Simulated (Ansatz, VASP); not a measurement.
**TiO2: VASP beside Ansatz**

```
CELL_PARAMETERS angstrom
4.68744 0.00000 0.00000
0.00000 4.68744 0.00000
0.00000 0.00000 2.91593
ATOMIC_POSITIONS crystal
Ti 0.50000 0.50000 0.00000
Ti 0.00000 0.00000 0.50000
O 0.69498 0.69498 0.50000
O 0.80502 0.19498 0.00000
O 0.19498 0.80502 0.00000
O 0.30502 0.30502 0.50000
```

Alike in both runs: task single point; functional PBE; k mesh 6 × 6 × 10; occupations gaussian, width 0.02 eV; no spin polarisation; Hubbard terms Ti d U = 4.0 eV.

|  | VASP | Ansatz |
| --- | --- | --- |
| version | VASP 6.6.1 | Ansatz 0.2.0 |
| potentials or method | VASP PAW PBE potentials, release 64 (Ti_sv, O), cutoff 520 eV | scalar-relativistic, plane waves, PAW |
| valence electrons in the cell | 48 | 48 |

|  | VASP | Ansatz | Ansatz less VASP |
| --- | --- | --- | --- |
| gap on the k mesh at the Fermi level (eV) | 2.34 | 2.27 | -0.062 |
| least direct gap on the mesh (eV) | 2.36 | 2.33 | -0.031 |
| pressure (GPa) | 8.2 | 3.9 | -4.32 |
| traceless stress, the component that is largest in VASP (GPa) | 8.63 | 7.84 | -0.783 |
| rms of the force components (eV/Å) | 0.095 | 0.000 | -0.0951 |

The programs project onto different local orbitals, so the same U acts differently, and such runs can settle in different states. Atom by atom the forces differ by 0.095 eV/Å (rms over components).
